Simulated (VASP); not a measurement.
A run of VASP 6.6.1:

The input INCAR:

```
SYSTEM = WS2
  PREC = Accurate
  ENCUT = 520
  EDIFF = 1E-6
  ISMEAR = 0
  SIGMA = 0.02
  LREAL = .FALSE.
  LASPH = .TRUE.
  NELM = 80
  ALGO = Normal
  ISIF = 2
  LWAVE = .FALSE.
  LCHARG = .FALSE.
  GGA = PE
  IVDW = 12
  NBANDS = 20
```

KPOINTS

```
Automatic mesh
0
G
  12 12 2
  0 0 0
```

File POSCAR:

```
WS2
1.0
    3.1442878857      0.0000000000      0.0000000000
   -1.5721439428      2.7230331859      0.0000000000
    0.0000000000      0.0000000000      6.5926492140
W S
1 2
Direct
    0.3333333333      0.6666666667      0.0000000000
    0.6666666667      0.3333333333      0.7607492207
    0.6666666667      0.3333333333      0.2392507793
```

Potentials or basis: VASP PAW PBE potentials, release 64 (W_sv, S).

The run is started by

```console
$ cat potpaw_PBE.64/W_sv/POTCAR potpaw_PBE.64/S/POTCAR > POTCAR
$ mpirun -np 1 vasp_std > vasp.out
```

Hardware: 1 thread of Intel Xeon 8259CL, on a shared host.

**Question.** Estimate the wall time of this run.

**Answer.** Run time: 54 s on 1 thread of Intel Xeon 8259CL, with other jobs on the host, peak memory 0.21 GiB. Counts: scf iterations 14, k points 38.
